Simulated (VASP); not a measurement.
## Ir: single point with PBEsol

Ir:

```
CELL_PARAMETERS angstrom
0.00000 1.91540 1.91540
1.91540 0.00000 1.91540
1.91540 1.91540 0.00000
ATOMIC_POSITIONS crystal
Ir 0.00000 0.00000 0.00000
```

```json
{
 "Program": "VASP 6.6.1",
 "Task": "single point",
 "Functional": "PBEsol",
 "Potentials or basis": "VASP PAW PBE potentials, release 64 (Ir)",
 "Cutoff": "520 eV",
 "k mesh": "20 × 20 × 20",
 "Occupations": "fermi-dirac, width 0.1 eV",
 "Spin": "no spin polarisation"
}
```

```
Pressure               : 1.0 GPa
Band gap on the k mesh : zero (an odd number of electrons rules out a gap without spin polarisation)
```

Levels at points of the mesh, in eV from the Fermi level:
| k point | band 1 | band 2 | band 3 | band 4 | band 5 | band 6 | band 7 | band 8 | band 9 |
| --- | --- | --- | --- | --- | --- | --- | --- | --- | --- |
| (0.00, 0.00, 0.00) | -11.22 | -3.91 | -3.91 | -3.91 | -1.16 | -1.16 | 14.34 | 19.96 | 19.96 |
| (0.50, 0.00, 0.00) | -8.18 | -4.01 | -4.01 | -0.80 | 0.95 | 0.95 | 7.33 | 13.87 | 19.86 |
| (0.50, 0.50, 0.00) | -7.98 | -7.40 | 0.93 | 1.53 | 1.53 | 1.68 | 10.59 | 11.73 | 11.73 |

It took 23 s on 1 thread of Intel(R) Xeon(R) Platinum 8275CL CPU @ 3.00GHz (Skylake/Cascade Lake), with other jobs on the host, peak memory 0.16 GiB.

Caveat: the PAW data sets were made with another functional, which shifts forces and pressure a little; spin-orbit coupling is left out, which moves the levels of the heavy elements.
